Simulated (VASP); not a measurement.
# Al2O5 (Pmmn) in VASP: relaxation of cell and atoms with PBE

Aim: the relaxation of cell and atoms of Al2O5 with PBE.

Program: VASP 6.6.1. These are calculated values, not measurements. Logs are shortened: lines on timing, memory, paths and dates and some standing lists are left out, and cuts for length are marked.

### Step 1. The cell of the first run

The structure is orthorhombic, space group Pmmn (No. 59). Conventional cell: a = 3.753 Å, b = 11.435 Å, c = 3.726 Å, α = 90.00°, β = 90.00°, γ = 90.00°. Al (site symmetry m) has 6 O at 1.69 to 2.18 Å within 2.2 Å. Within 2.0 Å of O (site symmetry m) lie 1 O at 1.52 Å and 2 Al at 1.89 to 1.91 Å. Within 2.2 Å of O (site symmetry mm2) lie 2 Al at 1.69 Å. O (site symmetry m) has 1 O at 1.52 Å and 2 Al at 1.96 Å within 2.0 Å.

### Step 2. Relaxation of cell and atoms, PBE

The input, INCAR:

```
ALGO = Normal
EDIFF = 1E-6
EDIFFG = -0.01
ENCUT = 600
GGA = PE
IBRION = 2
ISIF = 3
ISMEAR = 0
KPAR = 4
LASPH = T
LCHARG = F
LREAL = F
LWAVE = F
NELM = 80
NSW = 100
PREC = Accurate
SIGMA = 0.02
```

The input, KPOINTS:

```
k-points
0
Gamma
  6 2 6
```

The input, POSCAR:

```
Al2O5
1.0
    3.7528135938      0.0000000000      0.0000000000
    0.0000000000     11.4348009755      0.0000000000
    0.0000000000      0.0000000000      3.7259718611
Al O
4 10
Direct
    0.5000000000      0.3525828699      0.8253848799
    0.5000000000      0.6474171301      0.8253848799
    0.0000000000      0.8525828699      0.1746151201
    0.0000000000      0.1474171301      0.1746151201
    0.5000000000      0.3208878275      0.3226326246
    0.5000000000      0.6791121725      0.3226326246
    0.5000000000      0.5000000000      0.7855679170
    0.0000000000      0.3018188884      0.8318260611
    0.0000000000      0.6981811116      0.8318260611
    0.0000000000      0.8208878275      0.6773673754
    0.0000000000      0.1791121725      0.6773673754
    0.0000000000      0.0000000000      0.2144320830
    0.5000000000      0.8018188884      0.1681739389
    0.5000000000      0.1981811116      0.1681739389
```

Potentials or basis: VASP PAW PBE potentials, release 64 (Al, O).

Launch:

```
cat potpaw_PBE.64/Al/POTCAR potpaw_PBE.64/O/POTCAR > POTCAR
mpirun -np 4 vasp_std > vasp.out
```

OUTCAR:

```text
EDIFF = 1E-6
   EDIFFG = -0.01
   ENCUT = 600
   GGA = PE
   IBRION = 2
   ISIF = 3
   ISMEAR = 0
   LASPH = T
   LREAL = F
   NELM = 80
   NSW = 100
   PREC = Accurate

 ion  position               nearest neighbor table
   1  0.500  0.353  0.825-   7 1.69   5 1.89   5 1.91   8 1.96   8 1.96  14 2.18   4 3.27   4 3.27

   2  0.500  0.647  0.825-   7 1.69   6 1.89   6 1.91   9 1.96   9 1.96  13 2.18   3 3.27   3 3.27

   3  0.000  0.853  0.175-  12 1.69  10 1.89  10 1.91  13 1.96  13 1.96   9 2.18   2 3.27   2 3.27

   4  0.000  0.147  0.175-  12 1.69  11 1.89  11 1.91  14 1.96  14 1.96   8 2.18   1 3.27   1 3.27

   5  0.500  0.321  0.323-  14 1.52   1 1.89   1 1.91
   6  0.500  0.679  0.323-  13 1.52   2 1.89   2 1.91
   7  0.500  0.500  0.786-   1 1.69   2 1.69
   8  0.000  0.302  0.832-  11 1.52   1 1.96   1 1.96   4 2.18
   9  0.000  0.698  0.832-  10 1.52   2 1.96   2 1.96   3 2.18
  10  0.000  0.821  0.677-   9 1.52   3 1.89   3 1.91
  11  0.000  0.179  0.677-   8 1.52   4 1.89   4 1.91
  12  0.000  0.000  0.214-   3 1.69   4 1.69
  13  0.500  0.802  0.168-   6 1.52   3 1.96   3 1.96   2 2.18
  14  0.500  0.198  0.168-   5 1.52   4 1.96   4 1.96   1 2.18

  LATTYP: Found a simple orthorhombic cell.
 ALAT       =     3.7259718611
 B/A-ratio  =     1.0072039548
 C/A-ratio  =     3.0689445336

  Lattice vectors:

 A1 = (   0.0000000000,   0.0000000000,   3.7259718611)
 A2 = (   3.7528135938,   0.0000000000,   0.0000000000)
 A3 = (   0.0000000000,  11.4348009755,   0.0000000000)

Analysis of symmetry for initial positions (statically):
=====================================================================
 Subroutine PRICEL returns:
 Original cell was already a primitive cell.

 Routine SETGRP: Setting up the symmetry group for a
 simple orthorhombic supercell.

 Subroutine GETGRP returns: Found  8 space group operations
 (whereof  4 operations were pure point group operations)
 out of a pool of  8 trial point group operations.

The static configuration has the point symmetry C_2v.
 The point group associated with its full space group is D_2h.

Analysis of symmetry for dynamics (positions and initial velocities):
=====================================================================
 Subroutine PRICEL returns:
 Original cell was already a primitive cell.

 Routine SETGRP: Setting up the symmetry group for a
 simple orthorhombic supercell.

 Subroutine GETGRP returns: Found  8 space group operations
 (whereof  4 operations were pure point group operations)
 out of a pool of  8 trial point group operations.

The dynamic configuration has the point symmetry C_2v.
 The point group associated with its full space group is D_2h.

 Subroutine INISYM returns: Found  8 space group operations
 (whereof  4 operations are pure point group operations),
[... 129 lines left out ...]
   TEBEG  =    0.0;   TEEND  =   0.0 temperature during run
   PSTRESS=    0.0 pullay stress
   NELECT =      72.0000    total number of electrons
   NUPDOWN=      -1.0000    fix difference up-down
   EMIN   =  10.00;   EMAX   =-10.00  energy-range for DOS
   EFERMI =   0.00;   METHOD = LEGACY
   ISMEAR =     0;   SIGMA  =   0.02  broadening in eV -4-tet -1-fermi 0-gaus
   EFERMI_NEDOS =   21; number of points for ismear=-14 and -15
   IALGO  =     38    algorithm
   IMIX   =      4    mixing-type and parameters
     AMIX     =   0.40;   BMIX     =  1.00
     AMIX_MAG =   1.60;   BMIX_MAG =  1.00
  volume/ion in A,a.u.               =      11.42        77.07
  Fermi-wavevector in a.u.,A,eV,Ry     =   1.254808  2.371243 21.422959  1.574543
  Thomas-Fermi vector in A             =   2.388595
   LORBIT       =      0    0 simple, 1 ext, 2 COOP (PROOUT), +10 PAW based schemes
   GGA     = PE    functional components
   LHFCALC =     F    Hartree Fock is set to
   AEXX    =    0.0000 exact exchange contribution
   IVDW    =     0    specifies the selected vdW correction
   LEPSILON=     F    determine dielectric tensor
   LRPA    =     F    only Hartree local field effects (RPA)
 conjugate gradient relaxation of ions
 non-spin polarized calculation
 Gauss-broadening in eV      SIGMA  =   0.02
  energy-cutoff  :      600.00
  volume of cell :      159.89
 maximum number of plane-waves:      5382
 NGX is ok and might be reduce to    30
   NGX = 15   NGY = 45   NGZ = 15

--------------------------------------- Ionic step        1  -------------------------------------------

 number of electron      71.9999991 magnetization

 Free energy of the ion-electron system (eV)
  ---------------------------------------------------
  ext. energy  EPLUGINS =         0.00000000
  ---------------------------------------------------
  free energy    TOTEN  =       -88.79000642 eV

  energy without entropy =      -88.79000642  energy(sigma->0) =      -88.79000642

------------------------ aborting loop because EDIFF is reached ----------------------------------------

  FORCE on cell =-STRESS in cart. coord.  units (eV):
  Direction    XX          YY          ZZ          XY          YZ          ZX
  --------------------------------------------------------------------------------------
  -------------------------------------------------------------------------------------
  Total       -0.3692560      0.6669883     -0.4441429      0.0000000      0.0000000      0.0000000
  in kB       -3.7000959      6.6834950     -4.4504929      0.0000000      0.0000000      0.0000000
  external PRESSURE =      -0.4890312 kB  Pullay stress =       0.0000000 kB
[... 275 lines left out ...]
--------------------------------------- Ionic step        7  -------------------------------------------

 number of electron      71.9999986 magnetization

 Free energy of the ion-electron system (eV)
  ---------------------------------------------------
  ext. energy  EPLUGINS =         0.00000000
  ---------------------------------------------------
  free energy    TOTEN  =       -88.79304781 eV

  energy without entropy =      -88.79304781  energy(sigma->0) =      -88.79304781

 E-fermi :   2.2909     XC(G=0):  -9.5815

 val. band max:        2.1711590520   @ k =   0.0000   0.0000   0.1667
 cond. band min:       4.9347361598   @ k =   0.0000   0.0000   0.0000
 fundamental gap:      2.7635771078
 Fermi energy:         2.2908970490

 k-point     1 :       0.0000    0.0000    0.0000
  band No.  band energies     occupation
      1     -19.8649      2.00000
      2     -19.8537      2.00000
      3     -18.2264      2.00000
      4     -18.2241      2.00000
      5     -14.4088      2.00000
      6     -13.9077      2.00000
[... 1117 lines left out ...]
     43      11.8778      0.00000
     44      11.8778      0.00000

 [... further k-points ...]
[... 5 lines left out ...]
  --------------------------------------------------------------------------------------
  -------------------------------------------------------------------------------------
  Total        0.0401245     -0.0226520      0.0554543      0.0000000      0.0000000      0.0000000
  in kB        0.4029715     -0.2274952      0.5569299      0.0000000      0.0000000      0.0000000
  external PRESSURE =       0.2441354 kB  Pullay stress =       0.0000000 kB
[... 29 lines left out ...]
  FREE ENERGIE OF THE ION-ELECTRON SYSTEM (eV)
  ---------------------------------------------------
  free  energy   TOTEN  =       -88.7930478077 eV

  energy  without entropy=      -88.7930478077  energy(sigma->0) =      -88.79304781

 reached required accuracy - stopping structural energy minimisation
```

Wall time 2.8 min (4 MPI ranks of Intel Xeon Platinum 8488C (Sapphire Rapids), shared host); peak memory 0.41 GiB.

Results:

- Free energy: -88.7930 eV
- Relaxed volume: 11.40 Å³/atom
- Relaxed cell: a = 3.749 Å, b = 11.439 Å, c = 3.720 Å, α = 90.00°, β = 90.00°, γ = 90.00°
- Space group after relaxing (to 0.1 Å): Pmmn (No. 59)
- Energy gained by relaxing: 0.2 meV/atom
- Ionic steps: 7
- Pressure after relaxing: 0.0 GPa
- Largest force after relaxing: 0.009 eV/Å
- Band gap on the k mesh: 2.76 eV

Forces on the atoms (eV/Å):
```
Al   0.000  0.005 -0.008
Al   0.000 -0.005 -0.008
Al   0.000  0.005  0.008
Al   0.000 -0.005  0.008
O    0.000  0.006  0.002
O    0.000 -0.006  0.002
O    0.000  0.000 -0.004
O    0.000 -0.004  0.005
O    0.000  0.004  0.005
O    0.000  0.006 -0.002
O    0.000 -0.006 -0.002
O    0.000  0.000  0.004
O    0.000 -0.004 -0.005
O    0.000  0.004 -0.005
```

The path:
```
step  energy change (eV)  largest force (eV/Å)  pressure (GPa)  volume (Å³)
   1              0.0000                0.1540           -0.05       159.89
   2              0.0010                0.1729           -0.55       159.81
   3             -0.0026                0.0275           -0.29       159.85
   4             -0.0029                0.0344            0.13       159.42
   5             -0.0030                0.0163            0.00       159.56
   6             -0.0030                0.0104            0.02       159.53
   7             -0.0030                0.0092            0.02       159.53
```

Final structure:
```
CELL_PARAMETERS angstrom
3.74888 0.00000 0.00000
0.00000 11.43892 0.00000
0.00000 0.00000 3.72014
ATOMIC_POSITIONS crystal
Al 0.50000 0.35260 0.82530
Al 0.50000 0.64740 0.82530
Al 0.00000 0.85260 0.17470
Al 0.00000 0.14740 0.17470
O 0.50000 0.32125 0.32267
O 0.50000 0.67875 0.32267
O 0.50000 0.50000 0.78554
O 0.00000 0.30209 0.83248
O 0.00000 0.69791 0.83248
O 0.00000 0.82125 0.67733
O 0.00000 0.17875 0.67733
O 0.00000 0.00000 0.21446
O 0.50000 0.80209 0.16752
O 0.50000 0.19791 0.16752
```

A k mesh can miss the band edges.
